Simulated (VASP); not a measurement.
A run of VASP 6.6.1 is set up as follows.

The input INCAR:

```
SYSTEM = Ti12H
ALGO = Normal
EDIFF = 1E-7
ENCUT = 520
GGA = PS
ISIF = 2
ISMEAR = 0
LASPH = .True.
LCHARG = .False.
LREAL = .False.
LWAVE = .False.
NBANDS = 84
NELM = 100
PREC = Accurate
SIGMA = 0.05
```

File KPOINTS:

```
k-points
0
Gamma
  3 2 4
  0 0 0
```

Contents of POSCAR:

```
Ti12H
1.0
    5.9000000000      0.0000000000      0.0000000000
   -4.4250000000      7.6643250000      0.0000000000
    0.0000000000      0.0000000000      4.6846000000
Ti H
12 1
Direct
   -0.0017807633     -0.0026676844     -0.0001897707
    0.1639136958      0.2145660577      0.4998136447
   -0.0170061420      0.3259185904     -0.0002025787
    0.1605471823      0.5576947742      0.4998063869
    0.0030008002      0.6692950782     -0.0001893438
    0.1681968903      0.8884342718      0.4998068138
    0.5018977394      0.0011068163     -0.0002064210
    0.6644238280      0.2175766294      0.4997950732
    0.5116044144      0.3272971853     -0.0002040729
    0.6760136834      0.5598241202      0.4998091619
    0.5083907410      0.6774586151     -0.0002015113
    0.6671491114      0.8908980243      0.4997995560
    0.3331128381      0.4435637842      0.4998080946
```

Potentials or basis: VASP PAW PBE potentials, release 64 (Ti_sv, H).

Run with:

```console
$ cat potpaw_PBE.64/Ti_sv/POTCAR potpaw_PBE.64/H/POTCAR > POTCAR
$ mpirun -np 1 vasp_std > vasp.out
```

Question: Estimate the band gap on the k mesh.

Answer: Zero (an odd number of electrons rules out a gap without spin polarisation).

Question: Predict the largest force.

Answer: 0.047 eV/Å.

Question: What does it give for the pressure?

Answer: -3.9 GPa.

Stress tensor (GPa, compression positive):
```
-4.28  0.02  0.00
 0.02 -3.62  0.00
 0.00  0.00 -3.80
```

Caveat: the k points lie up to 0.41 Å⁻¹ apart, too coarse for converged energies and pressures of a metal; the PAW data sets were made with another functional, which shifts forces and pressure a little.
